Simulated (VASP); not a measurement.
# Bi in VASP: notebook, part 2 of 2

VASP 6.6.1. Earlier steps stand in the parts before.

**4. Electric field gradients, PBE (z stretched by -1 % at fixed volume)**

Contents of INCAR:

```
ALGO = Normal
EDIFF = 1E-8
ENCUT = 520
GGA = PE
ISIF = 2
ISMEAR = -1
LASPH = True
LCHARG = False
LEFG = True
LREAL = False
LWAVE = False
NBANDS = 22
NELM = 100
PREC = Accurate
SIGMA = 0.03
```

Contents of KPOINTS:

```
k-points
0
Gamma
  9 9 3
```

Contents of POSCAR:

```
Bi
1.0
    4.5618669449      0.0000000000      0.0000000000
   -2.2809334725      3.9506926630      0.0000000000
    0.0000000000      0.0000000000     11.7107100000
Bi
2
Direct
    0.3333333333      0.6666666667      0.2500000000
    0.6666666667      0.3333333333      0.7500000000
```

Potentials or basis: VASP PAW PBE potentials, release 64 (Bi_d).

The run is started by

```console
> cat potpaw_PBE.64/Bi_d/POTCAR > POTCAR
> mpirun -np 1 vasp_std > vasp.out
```

OUTCAR:

```text
EDIFF = 1E-8
   ENCUT = 520
   GGA = PE
   ISIF = 2
   ISMEAR = -1
   LASPH = True
   LREAL = False
   NELM = 100
   PREC = Accurate

 ion  position               nearest neighbor table
   1  0.333  0.667  0.250-
   2  0.667  0.333  0.750-

  LATTYP: Found a hexagonal cell.
 ALAT       =     4.5618669449
 C/A-ratio  =     2.5670871469

  Lattice vectors:

 A1 = (   4.5618669449,   0.0000000000,   0.0000000000)
 A2 = (  -2.2809334725,   3.9506926630,   0.0000000000)
 A3 = (   0.0000000000,   0.0000000000,  11.7107100000)

Analysis of symmetry for initial positions (statically):
=====================================================================
 Subroutine PRICEL returns:
 Original cell was already a primitive cell.

 Routine SETGRP: Setting up the symmetry group for a
 hexagonal supercell.

[... 786 lines left out ...]
  energy-cutoff  :      520.00
  volume of cell :      211.06
      direct lattice vectors                 reciprocal lattice vectors
     4.561866945  0.000000000  0.000000000     0.219208498  0.126560085  0.000000000
    -2.280933473  3.950692663  0.000000000     0.000000000  0.253120170  0.000000000
     0.000000000  0.000000000 11.710710000     0.000000000  0.000000000  0.085391919

 POSITION                                       TOTAL-FORCE (eV/Angst)
 -----------------------------------------------------------------------------------
     -0.00000      2.63380      2.92768         0.000000      0.000000      0.000000
      2.28093      1.31690      8.78303        -0.000000      0.000000      0.000000
 -----------------------------------------------------------------------------------
    total drift:                               -0.000000      0.000000      0.000000

  FREE ENERGIE OF THE ION-ELECTRON SYSTEM (eV)
  ---------------------------------------------------
  free  energy   TOTEN  =        -3.1633440744 eV

  energy  without entropy=       -3.1408517755  energy(sigma->0) =       -3.15209792

 Electric field gradients (V/A^2)
---------------------------------------------------------------------
 ion       V_xx      V_yy      V_zz      V_xy      V_xz      V_yz
---------------------------------------------------------------------
   1      68.104    68.105  -136.210     0.001     0.000    -0.000
   2      68.104    68.105  -136.210     0.001    -0.000     0.000
---------------------------------------------------------------------

 Electric field gradients after diagonalization (V/A^2)
 (convention: |V_zz| > |V_xx| > |V_yy|)
----------------------------------------------------------------------
 ion       V_xx      V_yy      V_zz     asymmetry (V_yy - V_xx)/ V_zz
----------------------------------------------------------------------
   1      68.106    68.104  -136.210       0.000
   2      68.106    68.104  -136.210       0.000
----------------------------------------------------------------------

           NMR quadrupolar parameters

 Cq : quadrupolar parameter    Cq=e*Q*V_zz/h
 eta: asymmetry parameters     (V_yy - V_xx)/ V_zz
 Q  : nuclear electric quadrupole moment in mb (millibarn)
----------------------------------------------------------------------
 ion       Cq(MHz)       eta       Q (mb)
----------------------------------------------------------------------
   1      -0.329       0.000       1.000
   2      -0.329       0.000       1.000
----------------------------------------------------------------------
```

Wall time 2.7 min (1 thread of AMD EPYC 7R13, shared host); peak memory 0.33 GiB.

Results:

```yaml
Free_energy: -3.1633 eV
Pressure: -3.3 GPa
Band_gap_on_the_k_mesh: zero (bands 15 and 16 overlap by 2.07 eV)
Largest_electric_field_gradient_by_atom: Bi -136.2 V/Å²
```

Electric field gradients, principal values (V/Å²):
```csv
atom,least,middle,greatest (by size)
1 Bi,68.104,68.106,-136.210
2 Bi,68.104,68.106,-136.210
```

Caveat: the cell stands under tension; without QUAD_EFG the Cq values of the log hold for a quadrupole moment of 1 mb, not for the nuclei; spin-orbit coupling is left out, which moves the levels of the heavy elements.

**5. Electric field gradients, PBE (z stretched by -1 % at fixed volume)**

Contents of INCAR:

```
SYSTEM = Bi
PREC = Accurate
ENCUT = 520
EDIFF = 1E-8
ISMEAR = -1
SIGMA = 0.03
LREAL = .False.
LASPH = .True.
NELM = 100
ALGO = Normal
ISIF = 2
LWAVE = .False.
LCHARG = .False.
GGA = PE
LEFG = .True.
NBANDS = 22
```

Contents of KPOINTS:

```
Automatic mesh
0
Gamma
  9 9 3
  0 0 0
```

POSCAR is that of step 4.

Potentials or basis: VASP PAW PBE potentials, release 64 (Bi_d).

The run is started by

```console
> cat potpaw_PBE.64/Bi_d/POTCAR > POTCAR
> mpirun -np 1 vasp_std > vasp.out
```

OUTCAR:

```text
SYSTEM = Bi
   PREC = Accurate
   ENCUT = 520
   EDIFF = 1E-8
   ISMEAR = -1
   LREAL = .False.
   LASPH = .True.
   NELM = 100
   ISIF = 2
   GGA = PE

 ion  position               nearest neighbor table
   1  0.333  0.667  0.250-
   2  0.667  0.333  0.750-

  LATTYP: Found a hexagonal cell.
 ALAT       =     4.5618669449
 C/A-ratio  =     2.5670871469

  Lattice vectors:

 A1 = (   4.5618669449,   0.0000000000,   0.0000000000)
 A2 = (  -2.2809334725,   3.9506926630,   0.0000000000)
 A3 = (   0.0000000000,   0.0000000000,  11.7107100000)

Analysis of symmetry for initial positions (statically):
=====================================================================
 Subroutine PRICEL returns:
 Original cell was already a primitive cell.

 Routine SETGRP: Setting up the symmetry group for a
 hexagonal supercell.

 Subroutine GETGRP returns: Found 24 space group operations
 (whereof 12 operations were pure point group operations)
 out of a pool of 24 trial point group operations.

The static configuration has the point symmetry D_3d.
 The point group associated with its full space group is D_6h.

Analysis of symmetry for dynamics (positions and initial velocities):
=====================================================================
 Subroutine PRICEL returns:
 Original cell was already a primitive cell.

 Routine SETGRP: Setting up the symmetry group for a
 hexagonal supercell.

 Subroutine GETGRP returns: Found 24 space group operations
 (whereof 12 operations were pure point group operations)
 out of a pool of 24 trial point group operations.

[... 152 lines left out ...]
 fundamental gap:      0.0120767633
 Fermi energy:        -1.0519127788

 k-point     1 :       0.0000    0.0000    0.0000
  band No.  band energies     occupation
      1     -23.8766      2.00000
      2     -23.8766      2.00000
      3     -23.8726      2.00000
      4     -23.8726      2.00000
      5     -23.8726      2.00000
      6     -23.8726      2.00000
[... 589 lines left out ...]
     21       4.5070      0.00000
     22       5.0465      0.00000

------------------------ aborting loop because EDIFF is reached ----------------------------------------

  FORCE on cell =-STRESS in cart. coord.  units (eV):
  Direction    XX          YY          ZZ          XY          YZ          ZX
  --------------------------------------------------------------------------------------
  -------------------------------------------------------------------------------------
  Total       -6.2103855     -6.2103855     -0.5093845      0.0000000     -0.0000000      0.0000000
  in kB      -47.1443936    -47.1443936     -3.8668493      0.0000000     -0.0000000      0.0000000
  external PRESSURE =     -32.7185455 kB  Pullay stress =       0.0000000 kB

 VOLUME and BASIS-vectors are now :
 -----------------------------------------------------------------------------
  energy-cutoff  :      520.00
  volume of cell :      211.06
      direct lattice vectors                 reciprocal lattice vectors
     4.561866945  0.000000000  0.000000000     0.219208498  0.126560085  0.000000000
    -2.280933473  3.950692663  0.000000000     0.000000000  0.253120170  0.000000000
     0.000000000  0.000000000 11.710710000     0.000000000  0.000000000  0.085391919

 POSITION                                       TOTAL-FORCE (eV/Angst)
 -----------------------------------------------------------------------------------
     -0.00000      2.63380      2.92768         0.000000      0.000000      0.000000
      2.28093      1.31690      8.78303        -0.000000      0.000000      0.000000
 -----------------------------------------------------------------------------------
    total drift:                               -0.000000      0.000000      0.000000

  FREE ENERGIE OF THE ION-ELECTRON SYSTEM (eV)
  ---------------------------------------------------
  free  energy   TOTEN  =        -3.1633440744 eV

  energy  without entropy=       -3.1408517755  energy(sigma->0) =       -3.15209792

 Electric field gradients (V/A^2)
---------------------------------------------------------------------
 ion       V_xx      V_yy      V_zz      V_xy      V_xz      V_yz
---------------------------------------------------------------------
   1      68.104    68.105  -136.210     0.001     0.000    -0.000
   2      68.104    68.105  -136.210     0.001    -0.000     0.000
---------------------------------------------------------------------

 Electric field gradients after diagonalization (V/A^2)
 (convention: |V_zz| > |V_xx| > |V_yy|)
----------------------------------------------------------------------
 ion       V_xx      V_yy      V_zz     asymmetry (V_yy - V_xx)/ V_zz
----------------------------------------------------------------------
   1      68.106    68.104  -136.210       0.000
   2      68.106    68.104  -136.210       0.000
----------------------------------------------------------------------

           NMR quadrupolar parameters

 Cq : quadrupolar parameter    Cq=e*Q*V_zz/h
 eta: asymmetry parameters     (V_yy - V_xx)/ V_zz
 Q  : nuclear electric quadrupole moment in mb (millibarn)
----------------------------------------------------------------------
 ion       Cq(MHz)       eta       Q (mb)
----------------------------------------------------------------------
   1      -0.329       0.000       1.000
   2      -0.329       0.000       1.000
----------------------------------------------------------------------
```

stdout:

```text
POSCAR found type information on POSCAR Bi
 POSCAR found :  1 types and       2 ions
 scaLAPACK will be used
 LDA part: xc-table for (Slater+PW92), standard interpolation
 POSCAR, INCAR and KPOINTS ok, starting setup
 FFT: planning ... GRIDC
 FFT: planning ... GRID_SOFT
 FFT: planning ... GRID
 WAVECAR not read
 entering main loop
ion   1

ion   2
```

It took 3 min on 1 thread of AMD EPYC 7R13, shared host; peak memory 0.33 GiB.

Results:

* Free energy: -3.1633 eV
* Pressure: -3.3 GPa
* Band gap on the k mesh: zero (bands 15 and 16 overlap by 2.07 eV)
* Largest electric field gradient by atom: Bi -136.2 V/Å²

Electric field gradients, principal values (V/Å²):
```tsv
atom	least	middle	greatest (by size)
1 Bi	68.104	68.106	-136.210
2 Bi	68.104	68.106	-136.210
```

Caveat: the cell stands under tension; without QUAD_EFG the Cq values of the log hold for a quadrupole moment of 1 mb, not for the nuclei; spin-orbit coupling is left out, which moves the levels of the heavy elements.

**6. Summary**

```csv
cell,gap on the mesh (eV),pressure (GPa)
"a = 4.539, b = 4.519, c = 11.829 Å, angles 89.8, 89.4, 119.6°, 2 atoms",none,-3.3
"a = 4.633, b = 4.633, c = 11.356 Å, angles 90.0, 90.0, 120.0°, 2 atoms",none,-3.2
"a = 4.562, b = 4.562, c = 11.711 Å, angles 90.0, 90.0, 120.0°, 2 atoms",none,-3.3
```

Alike in all rows: task electric field gradients; level PBE; potentials or basis VASP PAW PBE potentials, release 64 (Bi_d); no spin polarisation; k mesh 9 × 9 × 3; cutoff (eV) 520; smearing fermi-dirac 0.03 eV.

Caveats: the cell stands under tension; spin-orbit coupling is left out, which moves the levels of the heavy elements.

Absolute energies hang on the potentials; compare differences alone.

The gap in the log of VASP goes by the Fermi energy; the results here count the filled bands.